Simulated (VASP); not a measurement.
# Au in VASP: relaxation of the atoms with PBE

Aim: the relaxation of the atoms of Au with PBE.

Everything below comes from runs of VASP 6.6.1. Logs are shortened: lines on timing, memory, paths and dates and some standing lists are left out, and cuts for length are marked.

**1. The cell of the first run**

The cell holds a slab with vacuum, 3 atoms: a = 2.940 Å, b = 2.940 Å, c = 20.158 Å, α = 90.00°, β = 90.00°, γ = 90.00°.

**2. Relaxation of the atoms, PBE**

INCAR reads:

```
SYSTEM = Au
  ALGO = Normal
  DIPOL = 0.5 0.5 0.500
  EDIFF = 1E-7
  EDIFFG = -0.01
  ENCUT = 520
  GGA = PE
  IBRION = 2
  IDIPOL = 3
  ISIF = 2
  ISMEAR = -1
  LASPH = .True.
  LCHARG = .False.
  LDIPOL = .True.
  LREAL = .False.
  LWAVE = .False.
  NELM = 80
  NSW = 32
  PREC = Accurate
  SIGMA = 0.05
```

KPOINTS reads:

```
k-points
0
Gamma
  12 12 1
  0 0 0
```

POSCAR reads:

```
Au
1.0
    2.9400990585      0.0000000000      0.0000000000
    0.0000000000      2.9400990585      0.0000000000
    0.0000000000      0.0000000000     20.1579000000
Au
3
Direct
    0.0000000000      0.0000000000      0.3984009316
    0.5000000000      0.5000000000      0.5000000001
    0.0000000000      0.0000000000      0.6015990684
```

Potentials or basis: VASP PAW PBE potentials, release 64 (Au).

Started as:

```sh
$ cat potpaw_PBE.64/Au/POTCAR > POTCAR
$ mpirun -np 1 vasp_std > vasp.out
```

OUTCAR:

```text
SYSTEM = Au
   EDIFF = 1E-7
   EDIFFG = -0.01
   ENCUT = 520
   GGA = PE
   IBRION = 2
   ISIF = 2
   ISMEAR = -1
   LASPH = .True.
   LREAL = .False.
   NELM = 80
   NSW = 32
   PREC = Accurate

 ion  position               nearest neighbor table
   1  0.000  0.000  0.398-   2 2.92   2 2.92   2 2.92   2 2.92
   2  0.500  0.500  0.500-   3 2.92   3 2.92   3 2.92   3 2.92   1 2.92   1 2.92   1 2.92   1 2.92

   3  0.000  0.000  0.602-   2 2.92   2 2.92   2 2.92   2 2.92

  LATTYP: Found a simple tetragonal cell.
 ALAT       =     2.9400990585
 C/A-ratio  =     6.8561975630

  Lattice vectors:

 A1 = (   2.9400990585,   0.0000000000,   0.0000000000)
 A2 = (   0.0000000000,   2.9400990585,   0.0000000000)
 A3 = (   0.0000000000,   0.0000000000,  20.1579000000)

Analysis of symmetry for initial positions (statically):
=====================================================================
 Subroutine PRICEL returns:
 Original cell was already a primitive cell.

 Routine SETGRP: Setting up the symmetry group for a
 simple tetragonal supercell.

 Subroutine GETGRP returns: Found 16 space group operations
 (whereof 16 operations were pure point group operations)
 out of a pool of 16 trial point group operations.

The static configuration has the point symmetry D_4h.

Analysis of symmetry for dynamics (positions and initial velocities):
=====================================================================
 Subroutine PRICEL returns:
 Original cell was already a primitive cell.

 Routine SETGRP: Setting up the symmetry group for a
 simple tetragonal supercell.

 Subroutine GETGRP returns: Found 16 space group operations
 (whereof 16 operations were pure point group operations)
 out of a pool of 16 trial point group operations.

The dynamic configuration has the point symmetry D_4h.

 Subroutine INISYM returns: Found 16 space group operations
 (whereof 16 operations are pure point group operations),
 and found     1 'primitive' translations

----------------------------------------------------------------------------------------

                                     Primitive cell

  volume of cell :     174.2486

  direct lattice vectors                    reciprocal lattice vectors
     2.940099058  0.000000000  0.000000000     0.340124594  0.000000000  0.000000000
     0.000000000  2.940099058  0.000000000     0.000000000  0.340124594  0.000000000
     0.000000000  0.000000000 20.157900000     0.000000000  0.000000000  0.049608342

  length of vectors
     2.940099058  2.940099058 20.157900000     0.340124594  0.340124594  0.049608342

  position of ions in fractional coordinates (direct lattice)
     0.000000000  0.000000000  0.398400932
     0.500000000  0.500000000  0.500000000
     0.000000000  0.000000000  0.601599068

  ion indices of the primitive-cell ions
   primitive index   ion index
                 1           1
                 2           2
                 3           3

----------------------------------------------------------------------------------------

 KPOINTS: k-points

Automatic generation of k-mesh.
 Grid dimensions read from file:
 generate k-points for:   12   12    1

 Generating k-lattice:

  Cartesian coordinates                     Fractional coordinates (reciprocal lattice)
     0.028343716  0.000000000  0.000000000     0.083333333  0.000000000  0.000000000
     0.000000000  0.028343716  0.000000000     0.000000000  0.083333333  0.000000000
     0.000000000  0.000000000  0.049608342     0.000000000  0.000000000  1.000000000

  Length of vectors
     0.028343716  0.028343716  0.049608342

  Shift w.r.t. Gamma in fractional coordinates (k-lattice)
     0.000000000  0.000000000  0.000000000

 Subroutine IBZKPT returns following result:
 ===========================================

 Found     28 irreducible k-points:

 Following reciprocal coordinates:
            Coordinates               Weight
  0.000000  0.000000  0.000000      1.000000
  0.083333  0.000000  0.000000      4.000000
  0.166667  0.000000  0.000000      4.000000
  0.250000  0.000000  0.000000      4.000000
  0.333333  0.000000  0.000000      4.000000
  0.416667  0.000000  0.000000      4.000000
[... 16 lines left out ...]
  0.333333  0.333333  0.000000      4.000000
  0.416667  0.333333  0.000000      8.000000
 [... further k-points ...]
   k-points           NKPTS =     28   k-points in BZ     NKDIM =     28   number of bands    NBANDS=     20
   number of dos      NEDOS =    301   number of ions     NIONS =      3
   total plane-waves  NPLWV =  86400
   dimension x,y,z NGX =    24 NGY =   24 NGZ =  150
   dimension x,y,z NGXF=    48 NGYF=   48 NGZF=  300
   ions per type =               3
   NGX,Y,Z   is equivalent  to a cutoff of  13.57, 13.57, 12.37 a.u.
   NGXF,Y,Z  is equivalent  to a cutoff of  27.14, 27.14, 24.74 a.u.
 SYSTEM =  Au
   PREC   = accura    normal or accurate (medium, high low for compatibility)
   ISTART =      0    job   : 0-new  1-cont  2-samecut
   ICHARG =      2    charge: 1-file 2-atom 10-const
   ISPIN  =      1    spin polarized calculation?
   LNONCOLLINEAR =      F non collinear calculations
   LSORBIT =      F    spin-orbit coupling
   LASPH  =      T    aspherical Exc in radial PAW
   ENCUT  =  520.0 eV  38.22 Ry    6.18 a.u.   5.47  5.47 37.48*2*pi/ulx,y,z
   NELM   =     80;   NELMIN=  2; NELMDL= -5     # of ELM steps
   EDIFF  = 0.1E-06   stopping-criterion for ELM
   LREAL  =      F    real-space projection
   EDIFFG = -.1E-01   stopping-criterion for IOM
   NSW    =     32    number of steps for IOM
   IBRION =      2    ionic relax: 0-MD 1-quasi-New 2-CG
   NFREE  =      1    steps in history (QN), initial steepest desc. (CG)
   ISIF   =      2    stress and relaxation
   ISYM   =      2    0-nonsym 1-usesym 2-fastsym
   POTIM  = 0.5000    time-step for ionic-motion
   TEBEG  =    0.0;   TEEND  =   0.0 temperature during run
   PSTRESS=    0.0 pullay stress
   NELECT =      33.0000    total number of electrons
   NUPDOWN=      -1.0000    fix difference up-down
   EMIN   =  10.00;   EMAX   =-10.00  energy-range for DOS
   EFERMI =   0.00;   METHOD = LEGACY
   ISMEAR =    -1;   SIGMA  =   0.05  broadening in eV -4-tet -1-fermi 0-gaus
   EFERMI_NEDOS =   21; number of points for ismear=-14 and -15
   IALGO  =     38    algorithm
   IMIX   =      4    mixing-type and parameters
     AMIX     =   0.40;   BMIX     =  1.00
     AMIX_MAG =   1.60;   BMIX_MAG =  1.00
  volume/ion in A,a.u.               =      58.08       391.96
  Fermi-wavevector in a.u.,A,eV,Ry     =   0.940134  1.776596 12.025535  0.883852
  Thomas-Fermi vector in A             =   2.067515
   LORBIT       =      0    0 simple, 1 ext, 2 COOP (PROOUT), +10 PAW based schemes
   GGA     = PE    functional components
   LHFCALC =     F    Hartree Fock is set to
   AEXX    =    0.0000 exact exchange contribution
   IVDW    =     0    specifies the selected vdW correction
   LEPSILON=     F    determine dielectric tensor
   LRPA    =     F    only Hartree local field effects (RPA)
 conjugate gradient relaxation of ions
 non-spin polarized calculation
  energy-cutoff  :      520.00
  volume of cell :      174.25
 maximum number of plane-waves:      4763
 NGX is ok and might be reduce to    24
   NGX = 11   NGY = 11   NGZ = 75

 number of electron      32.9999995 magnetization

 dipolmoment           0.000000      0.000000     -0.000000 electrons x Angstroem

 Free energy of the ion-electron system (eV)
  ---------------------------------------------------
  ext. energy  EPLUGINS =         0.00000000
  ---------------------------------------------------
  free energy    TOTEN  =        -8.70122865 eV

  energy without entropy =       -8.69206137  energy(sigma->0) =       -8.69664501

 E-fermi :  -0.9523     XC(G=0):  -4.6561

 val. band max:       -0.9690852460   @ k =   0.1667   0.0000   0.0000
 cond. band min:      -0.9298981237   @ k =   0.5000   0.0000   0.0000
 fundamental gap:      0.0391871222
 Fermi energy:        -0.9522889421

 k-point     1 :       0.0000    0.0000    0.0000
  band No.  band energies     occupation
      1      -9.2454      2.00000
      2      -7.0867      2.00000
      3      -6.9731      2.00000
      4      -6.7933      2.00000
      5      -5.8459      2.00000
      6      -5.2841      2.00000
[... 12 lines left out ...]
     19       0.7371      0.00000
     20       3.8941      0.00000

 k-point     2 :       0.0833    0.0000    0.0000
  band No.  band energies     occupation
      1      -9.1014      2.00000
      2      -6.9752      2.00000
      3      -6.8804      2.00000
      4      -6.7057      2.00000
      5      -5.7903      2.00000
      6      -5.2204      2.00000
[... 12 lines left out ...]
     19       1.0705      0.00000
     20       4.0045      0.00000

 k-point     3 :       0.1667    0.0000    0.0000
  band No.  band energies     occupation
      1      -8.6974      2.00000
      2      -6.7744      2.00000
      3      -6.7240      2.00000
      4      -6.3643      2.00000
      5      -5.5225      2.00000
      6      -5.0436      2.00000
[... 12 lines left out ...]
     19       1.8735      0.00000
     20       4.3232      0.00000

 k-point     4 :       0.2500    0.0000    0.0000
  band No.  band energies     occupation
      1      -8.1315      2.00000
      2      -6.7402      2.00000
      3      -6.5412      2.00000
      4      -5.8720      2.00000
      5      -5.1257      2.00000
      6      -4.8387      2.00000
[... 429 lines left out ...]
 k-point    23 :       0.3333    0.3333    0.0000
  band No.  band energies     occupation
      1      -6.5786      2.00000
      2      -6.2588      2.00000
      3      -6.2391      2.00000
      4      -6.2343      2.00000
      5      -5.2197      2.00000
      6      -5.1247      2.00000
[... 12 lines left out ...]
     19       4.3783      0.00000
     20       5.9810      0.00000

 k-point    24 :       0.4167    0.3333    0.0000
  band No.  band energies     occupation
      1      -6.6362      2.00000
      2      -6.4572      2.00000
      3      -6.3651      2.00000
      4      -6.2854      2.00000
      5      -5.4125      2.00000
      6      -5.2525      2.00000
[... 12 lines left out ...]
     19       3.6037      0.00000
     20       4.8053      0.00000

 [... further k-points ...]

------------------------ aborting loop because EDIFF is reached ----------------------------------------

 vacuum level on the upper side and lower side of the slab       (xc-potential included)        -0.010        -0.010

  FORCE on cell =-STRESS in cart. coord.  units (eV):
  Direction    XX          YY          ZZ          XY          YZ          ZX
  --------------------------------------------------------------------------------------
  -------------------------------------------------------------------------------------
  Total       -2.4691462     -2.4691462     -0.0796088      0.0000000     -0.0000000      0.0000000
  in kB      -22.7032572    -22.7032572     -0.7319859      0.0000000     -0.0000000      0.0000000
  external PRESSURE =     -15.3795001 kB  Pullay stress =       0.0000000 kB

 VOLUME and BASIS-vectors are now :
 -----------------------------------------------------------------------------
  energy-cutoff  :      520.00
  volume of cell :      174.25
      direct lattice vectors                 reciprocal lattice vectors
     2.940099058  0.000000000  0.000000000     0.340124594  0.000000000  0.000000000
     0.000000000  2.940099058  0.000000000     0.000000000  0.340124594  0.000000000
     0.000000000  0.000000000 20.157900000     0.000000000  0.000000000  0.049608342

 POSITION                                       TOTAL-FORCE (eV/Angst)
 -----------------------------------------------------------------------------------
      0.00000      0.00000      8.03093        -0.000000      0.000000      0.009371
      1.47005      1.47005     10.07895         0.000000      0.000000     -0.000000
      0.00000      0.00000     12.12697         0.000000     -0.000000     -0.009371
 -----------------------------------------------------------------------------------
    total drift:                               -0.000000      0.000000     -0.000002

  FREE ENERGIE OF THE ION-ELECTRON SYSTEM (eV)
  ---------------------------------------------------
  free  energy   TOTEN  =        -8.7012286484 eV

  energy  without entropy=       -8.6920613658  energy(sigma->0) =       -8.69664501

 reached required accuracy - stopping structural energy minimisation

 vacuum level on the upper side and lower side of the slab         4.186         4.186
```

Run time: 2.9 min. Hardware: 1 thread of Oxide Virtual Turin-like, shared host; peak memory 0.27 GiB.

What came out:

```yaml
Free_energy: -8.7012 eV
Largest_force_after_relaxing: 0.009 eV/Å
Band_gap_on_the_k_mesh: zero (an odd number of electrons rules out a gap without spin polarisation)
```

Forces in eV/Å, atoms in the order of the input:
```
Au   0.000  0.000  0.009
Au   0.000  0.000  0.000
Au   0.000  0.000 -0.009
```

Final structure:
```cif
data_structure
_symmetry_space_group_name_H-M 'P 1'
_symmetry_Int_Tables_number 1
_cell_length_a 2.9401
_cell_length_b 2.9401
_cell_length_c 20.1579
_cell_angle_alpha 90.000
_cell_angle_beta 90.000
_cell_angle_gamma 90.000
_cell_volume 174.25
loop_
_atom_site_label
_atom_site_type_symbol
_atom_site_fract_x
_atom_site_fract_y
_atom_site_fract_z
_atom_site_occupancy
Au1 Au 0.00000 0.00000 0.39840 1
Au2 Au 0.50000 0.50000 0.50000 1
Au3 Au 0.00000 0.00000 0.60160 1
```

Caveat: the relaxation stopped at its first step, so nothing moved; spin-orbit coupling is left out, which moves the levels of the heavy elements.
